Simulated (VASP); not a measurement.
# CdS (Hawleyite) (F-43m) in VASP: notebook

Aim: see how the results for CdS (Hawleyite) move with the level of theory and the settings. Levels: PBE, PBEsol+D4. Tasks: single point.

Program: VASP 6.6.1. These are calculated values, not measurements. Logs are shortened: lines on timing, memory, paths and dates and some standing lists are left out, and cuts for length are marked.

## 1. The cell of the first run

It takes space group F-43m (No. 216, cubic). Conventional cell: a = 5.833 Å, b = 5.833 Å, c = 5.833 Å, α = 90.00°, β = 90.00°, γ = 90.00°. Cd (site symmetry -43m) has 4 S at 2.53 Å within 3.3 Å. Within 3.3 Å of S (site symmetry -43m) lie 4 Cd at 2.53 Å.

## 2. Single point, PBE

INCAR

```
ALGO = Normal ; EDIFF = 1E-6
ENCUT = 520 ; GGA = PE
ISIF = 2 ; ISMEAR = 0
LASPH = True ; LCHARG = False
LREAL = False ; LWAVE = False
NBANDS = 16 ; NELM = 60
PREC = Accurate ; SIGMA = 0.016
```

KPOINTS

```
k-points
0
Gamma
  8 8 8
```

POSCAR

```
CdS
1.0
    0.0000000000      2.9165000000      2.9165000000
    2.9165000000      0.0000000000      2.9165000000
    2.9165000000      2.9165000000      0.0000000000
Cd S
1 1
Direct
    0.0000000000      0.0000000000      0.0000000000
    0.7500000000      0.7500000000      0.7500000000
```

Potentials or basis: VASP PAW PBE potentials, release 64 (Cd, S).

Launch:

```console
> cat potpaw_PBE.64/Cd/POTCAR potpaw_PBE.64/S/POTCAR > POTCAR
> mpirun -np 1 vasp_std > vasp.out
```

OUTCAR:

```text
EDIFF = 1E-6
   ENCUT = 520
   GGA = PE
   ISIF = 2
   ISMEAR = 0
   LASPH = True
   LREAL = False
   NELM = 60
   PREC = Accurate

 ion  position               nearest neighbor table
   1  0.000  0.000  0.000-   2 2.53   2 2.53   2 2.53   2 2.53
   2  0.750  0.750  0.750-   1 2.53   1 2.53   1 2.53   1 2.53

  LATTYP: Found a face centered cubic cell.
 ALAT       =     5.8330000000

  Lattice vectors:

 A1 = (   0.0000000000,   2.9165000000,   2.9165000000)
 A2 = (   2.9165000000,   0.0000000000,   2.9165000000)
 A3 = (   2.9165000000,   2.9165000000,   0.0000000000)

Analysis of symmetry for initial positions (statically):
=====================================================================
 Subroutine PRICEL returns:
 Original cell was already a primitive cell.

 Routine SETGRP: Setting up the symmetry group for a
 face centered cubic supercell.

 Subroutine GETGRP returns: Found 24 space group operations
 (whereof 24 operations were pure point group operations)
 out of a pool of 48 trial point group operations.

The static configuration has the point symmetry T_d .

Analysis of symmetry for dynamics (positions and initial velocities):
=====================================================================
 Subroutine PRICEL returns:
 Original cell was already a primitive cell.

 Routine SETGRP: Setting up the symmetry group for a
 face centered cubic supercell.

 Subroutine GETGRP returns: Found 24 space group operations
 (whereof 24 operations were pure point group operations)
 out of a pool of 48 trial point group operations.

The dynamic configuration has the point symmetry T_d .

 Subroutine INISYM returns: Found 24 space group operations
 (whereof 24 operations are pure point group operations),
 and found     1 'primitive' translations

----------------------------------------------------------------------------------------

                                     Primitive cell

  volume of cell :      49.6153

  direct lattice vectors                    reciprocal lattice vectors
     0.000000000  2.916500000  2.916500000    -0.171438368  0.171438368  0.171438368
     2.916500000  0.000000000  2.916500000     0.171438368 -0.171438368  0.171438368
     2.916500000  2.916500000  0.000000000     0.171438368  0.171438368 -0.171438368

  length of vectors
     4.124553855  4.124553855  4.124553855     0.296939964  0.296939964  0.296939964

  position of ions in fractional coordinates (direct lattice)
     0.000000000  0.000000000  0.000000000
     0.750000000  0.750000000  0.750000000

  ion indices of the primitive-cell ions
   primitive index   ion index
                 1           1
                 2           2

----------------------------------------------------------------------------------------

 KPOINTS: k-points

Automatic generation of k-mesh.
 Grid dimensions read from file:
 generate k-points for:    8    8    8

 Generating k-lattice:

  Cartesian coordinates                     Fractional coordinates (reciprocal lattice)
    -0.021429796  0.021429796  0.021429796     0.125000000  0.000000000  0.000000000
     0.021429796 -0.021429796  0.021429796     0.000000000  0.125000000  0.000000000
     0.021429796  0.021429796 -0.021429796     0.000000000  0.000000000  0.125000000

  Length of vectors
     0.037117495  0.037117495  0.037117495

  Shift w.r.t. Gamma in fractional coordinates (k-lattice)
     0.000000000  0.000000000  0.000000000

 Subroutine IBZKPT returns following result:
 ===========================================

 Found     29 irreducible k-points:

 Following reciprocal coordinates:
            Coordinates               Weight
  0.000000  0.000000  0.000000      1.000000
  0.125000  0.000000  0.000000      8.000000
  0.250000  0.000000  0.000000      8.000000
  0.375000  0.000000  0.000000      8.000000
  0.500000  0.000000  0.000000      4.000000
  0.125000  0.125000  0.000000      6.000000
[... 16 lines left out ...]
  0.500000  0.250000  0.125000     48.000000
 -0.375000  0.250000  0.125000     24.000000
 [... further k-points ...]
   k-points           NKPTS =     29   k-points in BZ     NKDIM =     29   number of bands    NBANDS=     16
   number of dos      NEDOS =    301   number of ions     NIONS =      2
   total plane-waves  NPLWV =  32768
   dimension x,y,z NGX =    32 NGY =   32 NGZ =   32
   dimension x,y,z NGXF=    64 NGYF=   64 NGZF=   64
   ions per type =               1   1
   NGX,Y,Z   is equivalent  to a cutoff of  12.90, 12.90, 12.90 a.u.
   NGXF,Y,Z  is equivalent  to a cutoff of  25.80, 25.80, 25.80 a.u.
 SYSTEM =  unknown system
   PREC   = accura    normal or accurate (medium, high low for compatibility)
   ISTART =      0    job   : 0-new  1-cont  2-samecut
   ICHARG =      2    charge: 1-file 2-atom 10-const
   ISPIN  =      1    spin polarized calculation?
   LNONCOLLINEAR =      F non collinear calculations
   LSORBIT =      F    spin-orbit coupling
   LASPH  =      T    aspherical Exc in radial PAW
   ENCUT  =  520.0 eV  38.22 Ry    6.18 a.u.   7.67  7.67  7.67*2*pi/ulx,y,z
   NELM   =     60;   NELMIN=  2; NELMDL= -5     # of ELM steps
   EDIFF  = 0.1E-05   stopping-criterion for ELM
   LREAL  =      F    real-space projection
   EDIFFG = 0.1E-04   stopping-criterion for IOM
   NSW    =      0    number of steps for IOM
   IBRION =     -1    ionic relax: 0-MD 1-quasi-New 2-CG
   NFREE  =      0    steps in history (QN), initial steepest desc. (CG)
   ISIF   =      2    stress and relaxation
   ISYM   =      2    0-nonsym 1-usesym 2-fastsym
   POTIM  = 0.5000    time-step for ionic-motion
   TEBEG  =    0.0;   TEEND  =   0.0 temperature during run
   PSTRESS=    0.0 pullay stress
   NELECT =      18.0000    total number of electrons
   NUPDOWN=      -1.0000    fix difference up-down
   EMIN   =  10.00;   EMAX   =-10.00  energy-range for DOS
   EFERMI =   0.00;   METHOD = LEGACY
   ISMEAR =     0;   SIGMA  =   0.02  broadening in eV -4-tet -1-fermi 0-gaus
   EFERMI_NEDOS =   21; number of points for ismear=-14 and -15
   IALGO  =     38    algorithm
   IMIX   =      4    mixing-type and parameters
     AMIX     =   0.40;   BMIX     =  1.00
     AMIX_MAG =   1.60;   BMIX_MAG =  1.00
  volume/ion in A,a.u.               =      24.81       167.41
  Fermi-wavevector in a.u.,A,eV,Ry     =   1.167599  2.206442 18.548649  1.363287
  Thomas-Fermi vector in A             =   2.304097
   LORBIT       =      0    0 simple, 1 ext, 2 COOP (PROOUT), +10 PAW based schemes
   GGA     = PE    functional components
   LHFCALC =     F    Hartree Fock is set to
   AEXX    =    0.0000 exact exchange contribution
   IVDW    =     0    specifies the selected vdW correction
   LEPSILON=     F    determine dielectric tensor
   LRPA    =     F    only Hartree local field effects (RPA)
 non-spin polarized calculation
 Gauss-broadening in eV      SIGMA  =   0.02
  energy-cutoff  :      520.00
  volume of cell :       49.62
 maximum number of plane-waves:      1363
   NGX = 15   NGY = 15   NGZ = 15

 number of electron      18.0000004 magnetization

 Free energy of the ion-electron system (eV)
  ---------------------------------------------------
  ext. energy  EPLUGINS =         0.00000000
  ---------------------------------------------------
  free energy    TOTEN  =        -6.12127790 eV

  energy without entropy =       -6.12127790  energy(sigma->0) =       -6.12127790

 E-fermi :   1.4239     XC(G=0):  -9.1497

 val. band max:        1.3143359555   @ k =   0.0000   0.0000   0.0000
 cond. band min:       2.4640910154   @ k =   0.0000   0.0000   0.0000
 fundamental gap:      1.1497550599
 Fermi energy:         1.4239005221

 k-point     1 :       0.0000    0.0000    0.0000
  band No.  band energies     occupation
      1     -11.0554      2.00000
      2      -6.4138      2.00000
      3      -6.4138      2.00000
      4      -6.4138      2.00000
      5      -5.9339      2.00000
      6      -5.9339      2.00000
[... 8 lines left out ...]
     15      12.7950      0.00000
     16      12.7950      0.00000

 k-point     2 :       0.1250    0.0000    0.0000
  band No.  band energies     occupation
      1     -10.9933      2.00000
      2      -6.3913      2.00000
      3      -6.3913      2.00000
      4      -6.3600      2.00000
      5      -5.9349      2.00000
      6      -5.9349      2.00000
[... 8 lines left out ...]
     15      12.1973      0.00000
     16      13.3258      0.00000

 k-point     3 :       0.2500    0.0000    0.0000
  band No.  band energies     occupation
      1     -10.8426      2.00000
      2      -6.3425      2.00000
      3      -6.3425      2.00000
      4      -6.1672      2.00000
      5      -5.9295      2.00000
      6      -5.9295      2.00000
[... 8 lines left out ...]
     15      11.9619      0.00000
     16      12.6506      0.00000

 k-point     4 :       0.3750    0.0000    0.0000
  band No.  band energies     occupation
      1     -10.6919      2.00000
      2      -6.3049      2.00000
      3      -6.3049      2.00000
      4      -5.9095      2.00000
      5      -5.9095      2.00000
      6      -5.8119      2.00000
[... 8 lines left out ...]
     15      12.8190      0.00000
     16      12.8190      0.00000

 k-point     5 :       0.5000    0.0000    0.0000
  band No.  band energies     occupation
      1     -10.6300      2.00000
      2      -6.2933      2.00000
      3      -6.2933      2.00000
      4      -5.8960      2.00000
      5      -5.8960      2.00000
      6      -5.5538      2.00000
[... 8 lines left out ...]
     15      13.8651      0.00000
     16      13.8651      0.00000

 k-point     6 :       0.1250    0.1250    0.0000
  band No.  band energies     occupation
      1     -10.9728      2.00000
      2      -6.3705      2.00000
      3      -6.3697      2.00000
      4      -6.3697      2.00000
      5      -5.9500      2.00000
      6      -5.9211      2.00000
[... 8 lines left out ...]
     15      12.8958      0.00000
     16      13.9748      0.00000
[... 267 lines left out ...]
 k-point    21 :       0.5000    0.5000    0.0000
  band No.  band energies     occupation
      1     -10.4987      2.00000
      2      -6.2002      2.00000
      3      -6.0645      2.00000
      4      -6.0645      2.00000
      5      -5.8466      2.00000
      6      -5.4893      2.00000
[... 8 lines left out ...]
     15      13.6801      0.00000
     16      14.8128      0.00000

 k-point    22 :       0.3750    0.2500    0.1250
  band No.  band energies     occupation
      1     -10.7320      2.00000
      2      -6.2904      2.00000
      3      -6.2641      2.00000
      4      -6.1006      2.00000
      5      -5.9266      2.00000
      6      -5.8733      2.00000
[... 8 lines left out ...]
     15      13.3246      0.00000
     16      15.2046      0.00000

 k-point    23 :       0.5000    0.2500    0.1250
  band No.  band energies     occupation
      1     -10.6136      2.00000
      2      -6.2545      2.00000
      3      -6.2285      2.00000
      4      -6.0000      2.00000
      5      -5.9002      2.00000
      6      -5.6424      2.00000
[... 8 lines left out ...]
     15      14.1446      0.00000
     16      14.4106      0.00000

 k-point    24 :      -0.3750    0.2500    0.1250
  band No.  band energies     occupation
      1     -10.5653      2.00000
      2      -6.2497      2.00000
      3      -6.2116      2.00000
      4      -5.9596      2.00000
      5      -5.9071      2.00000
      6      -5.4397      2.00000
[... 8 lines left out ...]
     15      13.6170      0.00000
     16      14.4856      0.00000

 [... further k-points ...]
[... 5 lines left out ...]
  --------------------------------------------------------------------------------------
  -------------------------------------------------------------------------------------
  Total        0.9934896      0.9934896      0.9934896      0.0000000     -0.0000000      0.0000000
  in kB       32.0817437     32.0817437     32.0817437      0.0000000     -0.0000000      0.0000000
  external PRESSURE =      32.0817437 kB  Pullay stress =       0.0000000 kB

 VOLUME and BASIS-vectors are now :
 -----------------------------------------------------------------------------
  energy-cutoff  :      520.00
  volume of cell :       49.62
      direct lattice vectors                 reciprocal lattice vectors
     0.000000000  2.916500000  2.916500000    -0.171438368  0.171438368  0.171438368
     2.916500000  0.000000000  2.916500000     0.171438368 -0.171438368  0.171438368
     2.916500000  2.916500000  0.000000000     0.171438368  0.171438368 -0.171438368

 POSITION                                       TOTAL-FORCE (eV/Angst)
 -----------------------------------------------------------------------------------
      0.00000      0.00000      0.00000         0.000000      0.000000      0.000000
      4.37475      4.37475      4.37475        -0.000000     -0.000000     -0.000000
 -----------------------------------------------------------------------------------
    total drift:                                0.000000      0.000000      0.000000

  FREE ENERGIE OF THE ION-ELECTRON SYSTEM (eV)
  ---------------------------------------------------
  free  energy   TOTEN  =        -6.1212779008 eV

  energy  without entropy=       -6.1212779008  energy(sigma->0) =       -6.12127790
```

Run time: 17 s. Hardware: 1 thread of Intel Xeon Platinum 8259CL at 2.50GHz (Skylake/Cascade Lake), shared host; peak memory 0.18 GiB.

Results:

```yaml
Free_energy: -6.1213 eV
Pressure: 3.2 GPa
Band_gap_on_the_k_mesh: 1.15 eV, direct
```

PBE gaps usually lie below the measured ones, often by a third to a half.

## 3. Single point, PBEsol+D4

This run uses another cell than the first one, of 24.26 Å³/atom, 0.978 times its volume.

INCAR

```
SYSTEM = CdS
ALGO = Normal ; EDIFF = 1E-6
ENCUT = 520 ; GGA = PS
ISIF = 2 ; ISMEAR = -1
IVDW = 13 ; LASPH = .True.
LCHARG = .True. ; LELF = .True.
LREAL = .False. ; LVHAR = .True.
LWAVE = .False. ; NBANDS = 16
NELM = 100 ; PREC = Accurate
SIGMA = 0.05
```

KPOINTS

```
k-points
0
Gamma
  8 8 8
  0 0 0
```

POSCAR

```
CdS
1.0
    0.0000000000      2.8947287825      2.8947287825
    2.8947287825      0.0000000000      2.8947287825
    2.8947287825      2.8947287825      0.0000000000
Cd S
1 1
Direct
    0.0000000000      0.0000000000      0.0000000000
    0.7500000000      0.7500000000      0.7500000000
```

Potentials or basis: VASP PAW PBE potentials, release 64 (Cd, S).

Launch:

```console
> cat potpaw_PBE.64/Cd/POTCAR potpaw_PBE.64/S/POTCAR > POTCAR
> mpirun -np 1 vasp_std > vasp.out
```

Run time: 21 s. Hardware: 1 thread of Intel Xeon Platinum 8259CL at 2.50GHz (Skylake/Cascade Lake), shared host; peak memory 0.17 GiB.

Results (log left out):

```
Free energy                : -7.1863 eV
Pressure                   : 0.4 GPa
Band gap on the k mesh     : 1.05 eV, direct
Dispersion energy per atom : -0.189 eV
```

Levels at points of the mesh, in eV from the valence-band top:
```tsv
k point	band 7	band 8	band 9	band 10	band 11	band 12
(0.00, 0.00, 0.00)	0.00	0.00	0.00	1.05	6.44	6.44
(0.50, 0.00, 0.00)	-4.62	-0.80	-0.80	2.92	6.91	6.91
(0.50, 0.50, 0.00)	-4.12	-1.99	-1.99	3.35	4.27	9.17
```

Caveat: the PAW data sets were made with another functional, which shifts forces and pressure a little. As with any semilocal functional, this PBEsol gap is likely too small.
